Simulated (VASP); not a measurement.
A run of VASP 6.6.1:

INCAR

```
SYSTEM = TiO2
PREC     = Accurate       ! precision mode
ENCUT    = 600            ! plane-wave cutoff, eV
EDIFF    = 1E-6           ! SCF threshold, eV
ISMEAR   = -1             ! smearing method
SIGMA    = 0.02           ! smearing width, eV
LREAL    = .FALSE.        ! projectors in reciprocal space
LASPH    = .TRUE.         ! aspherical terms in the spheres
NELM     = 60             ! most SCF steps
ALGO     = Normal         ! electronic algorithm
ISIF     = 3              ! what is computed and relaxed
LWAVE    = .FALSE.        ! write WAVECAR
LCHARG   = .FALSE.        ! write CHGCAR
GGA      = PS             ! functional
IBRION   = 2              ! ionic algorithm
NSW      = 80             ! ionic steps
EDIFFG   = -0.005         ! ionic threshold
```

KPOINTS

```
Automatic mesh
0
G
  8 8 8
  0 0 0
```

The input POSCAR:

```
TiO2
1.0
    0.0000000000      2.4148975694      2.4148975694
    2.4148975694      0.0000000000      2.4148975694
    2.4148975694      2.4148975694      0.0000000000
Ti O
1 2
Direct
    0.0000000000      0.0000000000      0.0000000000
    0.7500000000      0.7500000000      0.7500000000
    0.2500000000      0.2500000000      0.2500000000
```

Potentials or basis: VASP PAW PBE potentials, release 64 (Ti_sv, O).

Command:

```bash
$ cat potpaw_PBE.64/Ti_sv/POTCAR potpaw_PBE.64/O/POTCAR > POTCAR
$ mpirun -np 1 vasp_std > vasp.out
```

Hardware: 1 thread of Intel(R) Xeon(R) 6975P-C (Granite Rapids), with other jobs on the host.

Task: Estimate the wall time of this run.

Result: It took 21 s on 1 thread of Intel(R) Xeon(R) 6975P-C (Granite Rapids), with other jobs on the host, peak memory 0.17 GiB. Counts: scf iterations 36, k points 29, ion steps 3.
